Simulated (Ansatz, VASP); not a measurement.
## C: VASP beside Ansatz

```
C
1.0
     0.00000    2.12700    3.34800
     1.22800    0.00000    3.34800
     1.22800    2.12700    0.00000
C
2
Cartesian
  1.2280 0.7090 3.3480
  1.2280 3.5450 3.3480
```

Alike in both runs: task single point; functional PBE; k mesh 10 × 10 × 10; occupations gaussian, width 0.02 eV; no spin polarisation.

```csv
,VASP,Ansatz
version,VASP 6.6.1,Ansatz 0.2.0
potentials or method,"VASP PAW PBE potentials, release 64 (C), cutoff 520 eV","scalar-relativistic, plane waves, PAW"
valence electrons in the cell,8,8
```

Ansatz gave:

```
gap on the k mesh at the Fermi level (eV)                     : 0.91
least direct gap on the mesh (eV)                             : 0.98
pressure (GPa)                                                : 4.6
traceless stress, the component that is largest in VASP (GPa) : -0.45
rms of the force components (eV/Å)                            : 0.009
```

Task: Estimate VASP's values.

Result: gap on the k mesh at the Fermi level (eV): 0.91; least direct gap on the mesh (eV): 0.98; pressure (GPa): 5.1; traceless stress, the component that is largest in VASP (GPa): -0.97; rms of the force components (eV/Å): 0.009.

Atom by atom the forces differ by 0.000 eV/Å (rms over components). The functional is the same, so the differences come from potentials, cutoffs and numerics.
